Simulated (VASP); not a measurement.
Input of a VASP 6.6.1 run:

The input INCAR:

```
SYSTEM = Ni
ALGO = Normal
EDIFF = 1E-6
ENCUT = 690
GGA = PE
GGA_COMPAT = .False.
ISIF = 2
ISMEAR = 0
ISPIN = 2
LASPH = .True.
LCHARG = .True.
LELF = .True.
LMAXMIX = 4
LORBIT = 11
LREAL = .False.
LVHAR = .True.
LWAVE = .False.
MAGMOM = 1 1
NBANDS = 29
NELM = 200
PREC = Accurate
SIGMA = 0.019000000000000003
```

The input KPOINTS:

```
k-points
0
Gamma
  12 12 7
  0 0 0
```

The input POSCAR:

```
Ni
1.0
    2.4480228978      0.0000000000      0.0000000000
   -1.2240114489      2.1200500186      0.0000000000
    0.0000000000      0.0000000000      4.0728075700
Ni
2
Direct
    0.6666666667      0.3333333333      0.7500000000
    0.3333333333      0.6666666667      0.2500000000
```

Potentials or basis: VASP PAW PBE potentials, release 64 (Ni_sv_GW).

The run is started by

```sh
$ cat potpaw_PBE.64/Ni_sv_GW/POTCAR > POTCAR
$ mpirun -np 1 vasp_std > vasp.out
```

(1) What does it give for the net moment?

(2) What does it give for the pressure?

(3) What does it give for the site moments?

Results:

(1) 1.34 μB per cell.

(2) 6.2 GPa.

(3) Ni +0.71 μB.

Caveat: the cell stands under pressure.
